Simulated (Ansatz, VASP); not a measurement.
**HfIn4SiO6: VASP beside Ansatz**

```
Hf In Si O
1.0
     5.69867    0.00381    0.01559
    -0.70506    6.10815   -0.00575
    -2.73718   -1.39557    6.63076
Hf In Si O
1 4 1 6
Direct
  0.11793 0.01556 0.13292
  0.38842 0.99901 0.72891
  0.75865 0.00842 0.49586
  0.23461 0.48841 0.53300
  0.59649 0.48211 0.20528
  0.86778 0.44029 0.85544
  0.55316 0.38738 0.79290
  0.93454 0.38483 0.65596
  0.98414 0.26218 0.00347
  0.99083 0.69806 0.98452
  0.08665 0.06493 0.39374
  0.48680 0.10883 0.21799
```

Alike in both runs: functional RPBE; k mesh 4 × 4 × 3; occupations fermi-dirac, width 0.05 eV; no spin polarisation.

|  | VASP | Ansatz |
| --- | --- | --- |
| version | VASP 6.6.1 | Ansatz 0.2.0 |
| potentials or method | VASP PAW PBE potentials, release 64 (Hf_pv, In_d, Si, O), cutoff 520 eV | all-electron LAPW, scalar-relativistic |
| task | single point | band structure |

|  | VASP | Ansatz | Ansatz less VASP |
| --- | --- | --- | --- |
| gap on the k mesh at the Fermi level (eV) | 1.01 | 1.03 | +0.016 |
| least direct gap on the mesh (eV) | 1.17 | 1.18 | +0.011 |
| pressure (GPa) | 2.2 | 2.5 | +0.26 |
| traceless stress, the component that is largest in VASP (GPa) | 0.11 | 0.08 | -0.025 |
| rms of the force components (eV/Å) | 0.073 | 0.057 | -0.0159 |

VASP's potentials were made for PBE, not for RPBE. Atom by atom the forces differ by 0.041 eV/Å (rms over components). Ansatz ran all-electron here, and VASP with PAW potentials.

Neither program's run includes spin-orbit coupling.
